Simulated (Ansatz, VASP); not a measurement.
## Two plane-wave programs on InP

File POSCAR:

```
InP
1.0
    0.0000000000      3.0184150000      3.0184150000
    3.0184150000      0.0000000000      3.0184150000
    3.0184150000      3.0184150000      0.0000000000
In P
1 1
Direct
    0.0000000000      0.0000000000      0.0000000000
    0.7500000000      0.7500000000      0.7500000000
```

Contents of INCAR.step1:

```
SYSTEM = InP
  ALGO = Normal
  EDIFF = 1E-4
  ENCUT = 520
  GGA = PE
  ISMEAR = 0
  LASPH = .TRUE.
  LCHARG = .FALSE.
  LREAL = .FALSE.
  LWAVE = .TRUE.
  NBANDS = 16
  NELM = 100
  PREC = Accurate
  SIGMA = 0.05
```

The input INCAR.step2:

```
SYSTEM = InP
  ALGO = Normal
  EDIFF = 1E-6
  ENCUT = 520
  ISIF = 2
  ISMEAR = 0
  ISTART = 1
  LASPH = .TRUE.
  LCHARG = .FALSE.
  LMIXTAU = .TRUE.
  LREAL = .FALSE.
  LWAVE = .FALSE.
  METAGGA = R2SCAN
  NBANDS = 16
  NELM = 100
  PREC = Accurate
  SIGMA = 0.05
```

The input KPOINTS:

```
k-points
0
G
  8 8 8
  0 0 0
```

Input for Ansatz:

```yaml
crystal:
  lattice:
    - [0.0, 3.018415, 3.018415]
    - [3.018415, 0.0, 3.018415]
    - [3.018415, 3.018415, 0.0]
  atoms:
    - { symbol: In, position: [0.0, 0.0, 0.0] }
    - { symbol: P, position: [0.75, 0.75, 0.75] }
basis:
  ecutwfc: 500
kpoints:
  mp_grid: { grid: [8, 8, 8] }
hamiltonian:
  xc: r2scan
scf:
  occupations: { method: gaussian, width: 0.05 }
output:
  forces: true
  stress: true
  eigenvalues: true
```

Change from the starting cell: strain +0.030 along x and y, +0.030 along z, atoms carried along.

Alike in both runs: task single point; functional r2SCAN; k mesh 8 × 8 × 8; occupations gaussian, width 0.05 eV; no spin polarisation.

```csv
,VASP,Ansatz
version,VASP 6.6.1,Ansatz 0.2.0
potentials or method,"VASP PAW PBE potentials, release 64 (In_d, P), cutoff 520 eV","scalar-relativistic, plane waves, PAW"
valence electrons in the cell,18,18
```

|  | VASP | Ansatz | Ansatz less VASP |
| --- | --- | --- | --- |
| gap on the k mesh at the Fermi level (eV) | 0.65 | 0.65 | -0.002 |
| least direct gap on the mesh (eV) | 0.65 | 0.65 | -0.002 |
| pressure (GPa) | -3.9 | -3.8 | +0.08 |

VASP's potentials were made for PBE, not for r2SCAN.
